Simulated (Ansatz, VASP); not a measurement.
# Si3N4: VASP beside Ansatz

```
Si N
1.0
     7.61700    0.00000    0.00000
    -3.80850    6.59652    0.00000
     0.00000    0.00000    2.91340
Si N
6 8
Direct
  0.17405 0.76794 0.25000
  0.40611 0.17405 0.75000
  0.23206 0.40611 0.25000
  0.82595 0.23206 0.75000
  0.59389 0.82595 0.25000
  0.76794 0.59389 0.75000
  0.33333 0.66667 0.25000
  0.66667 0.33333 0.75000
  0.32979 0.03000 0.25000
  0.29979 0.32979 0.75000
  0.97000 0.29979 0.25000
  0.67021 0.97000 0.75000
  0.70021 0.67021 0.25000
  0.03000 0.70021 0.75000
```

Alike in both runs: functional PBE; k mesh 4 × 4 × 9; occupations fermi-dirac, width 0.02 eV; no spin polarisation.

Ansatz relaxed the structure, and its values are those at the end. VASP's run is a single point on that final structure, the one shown.

```csv
,VASP,Ansatz
version,VASP 6.6.1,Ansatz 0.2.0
potentials or method,"VASP PAW PBE potentials, release 64 (Si, N)","plane-wave PAW, scalar-relativistic"
plane-wave cutoff (eV),520,420
valence electrons in the cell,64,64
```

|  | VASP | Ansatz | Ansatz less VASP |
| --- | --- | --- | --- |
| gap on the k mesh at the Fermi level (eV) | 4.31 | 4.32 | +0.012 |
| pressure (GPa) | 3.7 | 4.0 | +0.29 |

Ansatz's warnings: stress scf threshold loose.
